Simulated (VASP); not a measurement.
A run of VASP 6.6.1:

The input POSCAR:

```
Au
1.0
    2.7484100000      0.0000000000      0.0000000000
    0.0000000000      2.7484100000      0.0000000000
    0.0000000000      0.0000000000      2.7484100000
Au
1
Direct
    0.5000000000      0.5000000000      0.5000000000
```

The input INCAR.step1:

```
SYSTEM = Au
ALGO = Normal
EDIFF = 1E-4
ENCUT = 520
GGA = PE
ISMEAR = -1
LASPH = .True.
LCHARG = .False.
LREAL = .False.
LWAVE = .True.
NBANDS = 12
NELM = 80
PREC = Accurate
SIGMA = 0.05
```

File INCAR.step2:

```
SYSTEM = Au
ALGO = Normal
EDIFF = 1E-7
ENCUT = 520
ISIF = 2
ISMEAR = -1
ISTART = 1
LASPH = .True.
LCHARG = .True.
LELF = .True.
LMIXTAU = .True.
LREAL = .False.
LVHAR = .True.
LWAVE = .False.
METAGGA = R2SCAN
NBANDS = 12
NELM = 80
PREC = Accurate
SIGMA = 0.05
```

The input KPOINTS:

```
k-points
0
Gamma
  10 10 10
  0 0 0
```

Potentials or basis: VASP PAW PBE potentials, release 64 (Au).

The run is started by

```console
$ cat potpaw_PBE.64/Au/POTCAR > POTCAR
$ cp INCAR.step1 INCAR
$ mpirun -np 1 vasp_std > vasp.out
$ cp INCAR.step2 INCAR
$ mpirun -np 1 vasp_std > vasp.out
```

Hardware: 1 thread of Intel Xeon 6975P-C (shared host).

**Question.** How long does it take, and how much memory?

**Answer.** Wall time 27 s on 1 thread of Intel Xeon 6975P-C (shared host), peak memory 0.14 GiB. Counts: k points 56.
